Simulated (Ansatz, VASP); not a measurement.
# Os in VASP and in Ansatz

File INCAR:

```
  PREC = Accurate
  ENCUT = 600
  EDIFF = 1E-6
  ISMEAR = 0
  SIGMA = 0.1
  LREAL = F
  LASPH = T
  NELM = 60
  ALGO = Normal
  ISIF = 3
  LWAVE = F
  LCHARG = F
  GGA = PS
  IBRION = 2
  NSW = 90
  EDIFFG = -0.04
```

The input KPOINTS:

```
Automatic mesh
0
Gamma
  6 6 4
```

Contents of POSCAR:

```
Os
1.0
    2.0622585485     -3.4951457981      0.0000000000
    2.0622585485      3.4951457981      0.0000000000
    0.0000000000      0.0000000000      4.1300034079
Os
4
Direct
    0.1525000000      0.8475000000      0.0785000000
    0.6525000000      0.3475000000      0.4215000000
    0.8475000000      0.1525000000      0.9215000000
    0.3475000000      0.6525000000      0.5785000000
```

Input for Ansatz:

```yaml
crystal:
  lattice:
    - [2.0622585485, -3.4951457981, 0.0]
    - [2.0622585485, 3.4951457981, 0.0]
    - [0.0, 0.0, 4.1300034079]
  atoms:
    - { symbol: Os, position: [0.1525, 0.8475, 0.0785] }
    - { symbol: Os, position: [0.6525, 0.3475, 0.4215] }
    - { symbol: Os, position: [0.8475, 0.1525, 0.9215] }
    - { symbol: Os, position: [0.3475, 0.6525, 0.5785] }
basis:
  ecutwfc: 420
kpoints:
  mp_grid: { grid: [6, 6, 4] }
hamiltonian:
  xc: pbesol
scf:
  occupations: { method: gaussian, width: 0.1 }
  lower_state_search: "off"
output:
  forces: true
  stress: true
  eigenvalues: true
relax:
  adjacent_minimum: "off"
  f_tol: 0.04
  max_steps: 70
  cell: { stress_tol: 0.4 }
```

Alike in both runs: task relaxation of cell and atoms; functional PBEsol; k mesh 6 × 6 × 4; occupations gaussian, width 0.1 eV; no spin polarisation.

```csv
,VASP,Ansatz
version,VASP 6.6.1,Ansatz 0.2.0
potentials or method,"VASP PAW PBE potentials, release 64 (Os), cutoff 600 eV","scalar-relativistic, plane waves, PAW"
valence electrons in the cell,32,64
```

Ansatz gave:

- gap on the k mesh at the Fermi level, each at its own relaxed structure (eV): none
- relaxed volume (Å³/atom): 15.68
- relaxed cell length with the largest relative difference (Å): 3.888

Task: Which values does VASP return?

Result: gap on the k mesh at the Fermi level, each at its own relaxed structure (eV): none; relaxed volume (Å³/atom): 15.70; relaxed cell length with the largest relative difference (Å): 3.892.

VASP's potentials were made for PBE, not for PBEsol. A gap of «none» marks a metal or a gap that the smearing closes. VASP's potentials hold 32 valence electrons a cell and Ansatz's 64, so a difference there can come from the potentials and not from the codes.

The k mesh is coarse, so the values compare programs but aren't converged. Spin-orbit coupling is off throughout.
